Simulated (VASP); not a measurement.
# C (Fd-3m) in VASP: further runs, part 2 of 3

VASP 6.6.1. The steps go on from the part before.

## Step 3: Single point, PBE

This run uses another cell than the first one, of 6.04 Å³/atom.

INCAR reads:

```
SYSTEM = C
ALGO     = Normal         ! electronic algorithm
EDIFF    = 1E-7           ! SCF threshold, eV
ENCUT    = 520            ! plane-wave cutoff, eV
GGA      = PE             ! functional
ISIF     = 2              ! what is computed and relaxed
ISMEAR   = -1             ! smearing method
LASPH    = .TRUE.         ! aspherical terms in the spheres
LCHARG   = .TRUE.         ! write CHGCAR
LELF     = .TRUE.         ! ELF
LREAL    = .FALSE.        ! projectors in reciprocal space
LVHAR    = .TRUE.       
LWAVE    = .FALSE.        ! write WAVECAR
NBANDS   = 11             ! bands
NELM     = 100            ! most SCF steps
PREC     = Accurate       ! precision mode
SIGMA    = 0.06122561905347299 ! smearing width, eV
```

KPOINTS reads:

```
k-points
0
G
  52 52 52
  0 0 0
```

POSCAR reads:

```
C
1.0
    0.0000000000      1.8211020964      1.8211020964
    1.8211020964      0.0000000000      1.8211020964
    1.8211020964      1.8211020964      0.0000000000
C
2
Direct
    0.0000000000      0.0000000000      0.0000000000
    0.2500000000      0.2500000000      0.2500000000
```

Potentials or basis: VASP PAW PBE potentials, release 64 (C).

The run is started by

```sh
$ cat potpaw_PBE.64/C/POTCAR > POTCAR
$ mpirun -np 1 vasp_std > vasp.out
```

OUTCAR:

```text
SYSTEM = C
   EDIFF = 1E-7
   ENCUT = 520
   GGA = PE
   ISIF = 2
   ISMEAR = -1
   LASPH = .TRUE.
   LREAL = .FALSE.
   NELM = 100
   PREC = Accurate

 ion  position               nearest neighbor table
   1  0.000  0.000  0.000-   2 1.58   2 1.58   2 1.58   2 1.58
   2  0.250  0.250  0.250-   1 1.58   1 1.58   1 1.58   1 1.58

  LATTYP: Found a face centered cubic cell.
 ALAT       =     3.6422041928

  Lattice vectors:

 A1 = (   0.0000000000,   1.8211020964,   1.8211020964)
 A2 = (   1.8211020964,   0.0000000000,   1.8211020964)
 A3 = (   1.8211020964,   1.8211020964,   0.0000000000)

Analysis of symmetry for initial positions (statically):
=====================================================================
 Subroutine PRICEL returns:
 Original cell was already a primitive cell.

 Routine SETGRP: Setting up the symmetry group for a
 face centered cubic supercell.

 Subroutine GETGRP returns: Found 48 space group operations
 (whereof 24 operations were pure point group operations)
 out of a pool of 48 trial point group operations.

The static configuration has the point symmetry T_d .
 The point group associated with its full space group is O_h .

Analysis of symmetry for dynamics (positions and initial velocities):
=====================================================================
 Subroutine PRICEL returns:
 Original cell was already a primitive cell.

 Routine SETGRP: Setting up the symmetry group for a
 face centered cubic supercell.

 Subroutine GETGRP returns: Found 48 space group operations
 (whereof 24 operations were pure point group operations)
 out of a pool of 48 trial point group operations.

The dynamic configuration has the point symmetry T_d .
 The point group associated with its full space group is O_h .

 Subroutine INISYM returns: Found 48 space group operations
 (whereof 24 operations are pure point group operations),
 and found     1 'primitive' translations

----------------------------------------------------------------------------------------

                                     Primitive cell

  volume of cell :      12.0791

  direct lattice vectors                    reciprocal lattice vectors
     0.000000000  1.821102096  1.821102096    -0.274559016  0.274559016  0.274559016
     1.821102096  0.000000000  1.821102096     0.274559016 -0.274559016  0.274559016
     1.821102096  1.821102096  0.000000000     0.274559016  0.274559016 -0.274559016

  length of vectors
     2.575427283  2.575427283  2.575427283     0.475550166  0.475550166  0.475550166

  position of ions in fractional coordinates (direct lattice)
     0.000000000  0.000000000  0.000000000
     0.250000000  0.250000000  0.250000000

  ion indices of the primitive-cell ions
   primitive index   ion index
                 1           1
                 2           2

----------------------------------------------------------------------------------------

 KPOINTS: k-points

Automatic generation of k-mesh.
 Grid dimensions read from file:
 generate k-points for:   52   52   52

 Generating k-lattice:

  Cartesian coordinates                     Fractional coordinates (reciprocal lattice)
    -0.005279981  0.005279981  0.005279981     0.019230769  0.000000000  0.000000000
     0.005279981 -0.005279981  0.005279981     0.000000000  0.019230769  0.000000000
     0.005279981  0.005279981 -0.005279981     0.000000000  0.000000000  0.019230769

  Length of vectors
     0.009145195  0.009145195  0.009145195

  Shift w.r.t. Gamma in fractional coordinates (k-lattice)
     0.000000000  0.000000000  0.000000000

 Subroutine IBZKPT returns following result:
 ===========================================

 Found   3472 irreducible k-points:

 Following reciprocal coordinates:
            Coordinates               Weight
  0.000000  0.000000  0.000000      1.000000
  0.019231  0.000000  0.000000      8.000000
  0.038462  0.000000  0.000000      8.000000
  0.057692  0.000000  0.000000      8.000000
  0.076923  0.000000  0.000000      8.000000
  0.096154  0.000000  0.000000      8.000000
[... 16 lines left out ...]
  0.423077  0.000000  0.000000      8.000000
  0.442308  0.000000  0.000000      8.000000
 [... further k-points ...]
   k-points           NKPTS =   3472   k-points in BZ     NKDIM =   3472   number of bands    NBANDS=     11
   number of dos      NEDOS =    301   number of ions     NIONS =      2
   total plane-waves  NPLWV =   8000
   dimension x,y,z NGX =    20 NGY =   20 NGZ =   20
   dimension x,y,z NGXF=    40 NGYF=   40 NGZF=   40
   ions per type =               2
   NGX,Y,Z   is equivalent  to a cutoff of  12.91, 12.91, 12.91 a.u.
   NGXF,Y,Z  is equivalent  to a cutoff of  25.82, 25.82, 25.82 a.u.
 SYSTEM =  C
   PREC   = accura    normal or accurate (medium, high low for compatibility)
   ISTART =      0    job   : 0-new  1-cont  2-samecut
   ICHARG =      2    charge: 1-file 2-atom 10-const
   ISPIN  =      1    spin polarized calculation?
   LNONCOLLINEAR =      F non collinear calculations
   LSORBIT =      F    spin-orbit coupling
   LASPH  =      T    aspherical Exc in radial PAW
   ENCUT  =  520.0 eV  38.22 Ry    6.18 a.u.   4.79  4.79  4.79*2*pi/ulx,y,z
   NELM   =    100;   NELMIN=  2; NELMDL= -5     # of ELM steps
   EDIFF  = 0.1E-06   stopping-criterion for ELM
   LREAL  =      F    real-space projection
   EDIFFG = 0.1E-05   stopping-criterion for IOM
   NSW    =      0    number of steps for IOM
   IBRION =     -1    ionic relax: 0-MD 1-quasi-New 2-CG
   NFREE  =      0    steps in history (QN), initial steepest desc. (CG)
   ISIF   =      2    stress and relaxation
   ISYM   =      2    0-nonsym 1-usesym 2-fastsym
   POTIM  = 0.5000    time-step for ionic-motion
   TEBEG  =    0.0;   TEEND  =   0.0 temperature during run
   PSTRESS=    0.0 pullay stress
   NELECT =       8.0000    total number of electrons
   NUPDOWN=      -1.0000    fix difference up-down
   EMIN   =  10.00;   EMAX   =-10.00  energy-range for DOS
   EFERMI =   0.00;   METHOD = LEGACY
   ISMEAR =    -1;   SIGMA  =   0.06  broadening in eV -4-tet -1-fermi 0-gaus
   EFERMI_NEDOS =   21; number of points for ismear=-14 and -15
   IALGO  =     38    algorithm
   IMIX   =      4    mixing-type and parameters
     AMIX     =   0.40;   BMIX     =  1.00
     AMIX_MAG =   1.60;   BMIX_MAG =  1.00
  volume/ion in A,a.u.               =       6.04        40.76
  Fermi-wavevector in a.u.,A,eV,Ry     =   1.427011  2.696659 27.706350  2.036359
  Thomas-Fermi vector in A             =   2.547226
   LORBIT       =      0    0 simple, 1 ext, 2 COOP (PROOUT), +10 PAW based schemes
   GGA     = PE    functional components
   LHFCALC =     F    Hartree Fock is set to
   AEXX    =    0.0000 exact exchange contribution
   IVDW    =     0    specifies the selected vdW correction
   LEPSILON=     F    determine dielectric tensor
   LRPA    =     F    only Hartree local field effects (RPA)
 non-spin polarized calculation
  energy-cutoff  :      520.00
  volume of cell :       12.08
 maximum number of plane-waves:       335
   NGX =  9   NGY =  9   NGZ =  9

 number of electron       8.0000002 magnetization

 Free energy of the ion-electron system (eV)
  ---------------------------------------------------
  ext. energy  EPLUGINS =         0.00000000
  ---------------------------------------------------
  free energy    TOTEN  =       -18.13776649 eV

  energy without entropy =      -18.13776649  energy(sigma->0) =      -18.13776649

 E-fermi :   9.8912     XC(G=0): -12.9377

 val. band max:        8.8421985981   @ k =   0.0000   0.0000   0.0000
 cond. band min:      12.8342516778   @ k =   0.3654   0.3654   0.0000
 fundamental gap:      3.9920530798
 Fermi energy:         9.8911963122

 k-point     1 :       0.0000    0.0000    0.0000
  band No.  band energies     occupation
      1     -11.8091      2.00000
      2       8.8422      2.00000
      3       8.8422      2.00000
      4       8.8422      2.00000
      5      14.2598      0.00000
      6      14.2598      0.00000
      7      14.2598      0.00000
      8      20.7648      0.00000
      9      27.3541      0.00000
     10      34.7000      0.00000
     11      34.7000      0.00000
[... 309 lines left out ...]
 k-point    24 :       0.4423    0.0000    0.0000
  band No.  band energies     occupation
      1      -6.9914      2.00000
      2      -3.1022      2.00000
      3       6.2566      2.00000
      4       6.2566      2.00000
      5      16.8382      0.00000
      6      17.0222      0.00000
      7      17.0222      0.00000
      8      23.8788      0.00000
      9      29.6047      0.00000
     10      32.1982      0.00000
     11      33.4131      0.00000

 [... further k-points ...]
[... 5 lines left out ...]
  --------------------------------------------------------------------------------------
  -------------------------------------------------------------------------------------
  Total       -1.6845994     -1.6845994     -1.6845994      0.0000000      0.0000000      0.0000000
  in kB     -223.4468997   -223.4468997   -223.4468997      0.0000000      0.0000000      0.0000000
  external PRESSURE =    -223.4468997 kB  Pullay stress =       0.0000000 kB

 VOLUME and BASIS-vectors are now :
 -----------------------------------------------------------------------------
  energy-cutoff  :      520.00
  volume of cell :       12.08
      direct lattice vectors                 reciprocal lattice vectors
     0.000000000  1.821102096  1.821102096    -0.274559016  0.274559016  0.274559016
     1.821102096  0.000000000  1.821102096     0.274559016 -0.274559016  0.274559016
     1.821102096  1.821102096  0.000000000     0.274559016  0.274559016 -0.274559016

 POSITION                                       TOTAL-FORCE (eV/Angst)
 -----------------------------------------------------------------------------------
      0.00000      0.00000      0.00000        -0.000000      0.000000     -0.000000
      0.91055      0.91055      0.91055         0.000000     -0.000000      0.000000
 -----------------------------------------------------------------------------------
    total drift:                                0.000000      0.000000      0.000000

  FREE ENERGIE OF THE ION-ELECTRON SYSTEM (eV)
  ---------------------------------------------------
  free  energy   TOTEN  =       -18.1377664879 eV

  energy  without entropy=      -18.1377664879  energy(sigma->0) =      -18.13776649
```

Wall time 7.1 min (1 thread of Oxide Virtual Turin-like, shared host); peak memory 0.4 GiB.

What came out:

```
Free energy            : -18.1378 eV
Pressure               : -22.3 GPa
Band gap on the k mesh : 3.99 eV (least direct gap 5.42 eV)
```

Caveat: the cell stands under tension. A k mesh can miss the band edges.

## Step 4: Single point, PBE

This run uses another cell than the first one, of 5.58 Å³/atom.

INCAR reads:

```
PREC = Accurate
ENCUT = 520
EDIFF = 1E-7
ISMEAR = -1
SIGMA = 0.06122561905347299
LREAL = False
LASPH = True
NELM = 80
ALGO = Normal
ISIF = 2
LWAVE = False
LCHARG = False
GGA = PE
NBANDS = 11
```

KPOINTS reads:

```
regular mesh
0
Gamma
  52 52 52
```

POSCAR reads:

```
C
1.0
    0.0000000000      1.7740847571      1.7740847571
    1.7740847571      0.0000000000      1.7740847571
    1.7740847571      1.7740847571      0.0000000000
C
2
Direct
    0.0000000000      0.0000000000      0.0000000000
    0.2500000000      0.2500000000      0.2500000000
```

The run is started by

```sh
$ cat potpaw_PBE.64/C/POTCAR > POTCAR
$ mpirun -np 1 vasp_std > vasp.out
```

Run time: 7.5 min. Hardware: 1 thread of Oxide Virtual Turin-like, shared host; peak memory 0.39 GiB.

Results (log left out):

| Item | Value |
| --- | --- |
| Free energy | -18.1784 eV |
| Pressure | 9.6 GPa |
| Band gap on the k mesh | 4.16 eV (least direct gap 5.63 eV) |

Levels at points of the mesh, in eV from the valence-band top:
```tsv
k point	band 1	band 2	band 3	band 4	band 5	band 6	band 7	band 8	band 9
(0.00, 0.00, 0.00)	-21.69	0.00	0.00	0.00	5.63	5.63	5.63	13.69	19.50
(0.50, 0.00, 0.00)	-15.82	-13.55	-2.84	-2.84	8.53	8.53	9.06	15.84	22.12
(0.50, 0.50, 0.00)	-12.87	-12.87	-6.39	-6.39	4.79	4.79	17.05	17.05	23.53
```

Caveat: the cell stands under pressure. A k mesh can miss the band edges.

## Step 5: Single point, PBE

This run uses another cell than the first one, of 5.70 Å³/atom.

INCAR reads:

```
PREC = Accurate ; ENCUT = 520
EDIFF = 1E-6 ; ISMEAR = -1
SIGMA = 0.06122561905347299 ; LREAL = False
LASPH = True ; NELM = 80
ALGO = Normal ; ISIF = 2
LWAVE = False ; LCHARG = False
GGA = PE ; NBANDS = 11
```

KPOINTS reads:

```
Automatic mesh
0
Gamma
  52 52 52
```

POSCAR reads:

```
C
1.0
    0.0000000000      1.7860721799      1.7860721799
    1.7860721799      0.0000000000      1.7860721799
    1.7860721799      1.7860721799      0.0000000000
C
2
Direct
    0.0000000000      0.0000000000      0.0000000000
    0.2500000000      0.2500000000      0.2500000000
```

The run is started by

```sh
$ cat potpaw_PBE.64/C/POTCAR > POTCAR
$ mpirun -np 1 vasp_std > vasp.out
```

Run time: 7.5 min. Hardware: 1 thread of Oxide Virtual Turin-like, shared host; peak memory 0.4 GiB.

Results (log left out):

* Free energy: -18.1858 eV
* Pressure: 0.5 GPa
* Band gap on the k mesh: 4.12 eV (least direct gap 5.58 eV)

Levels at points of the mesh, in eV from the valence-band top:
| k point | band 1 | band 2 | band 3 | band 4 | band 5 | band 6 | band 7 | band 8 |
| --- | --- | --- | --- | --- | --- | --- | --- | --- |
| (0.00, 0.00, 0.00) | -21.42 | 0.00 | 0.00 | 0.00 | 5.58 | 5.58 | 5.58 | 13.23 |
| (0.50, 0.00, 0.00) | -15.67 | -13.32 | -2.79 | -2.79 | 8.44 | 8.44 | 8.79 | 15.66 |
| (0.50, 0.50, 0.00) | -12.73 | -12.73 | -6.27 | -6.27 | 4.75 | 4.75 | 16.74 | 16.74 |

(Continued in part 3 of 3.)
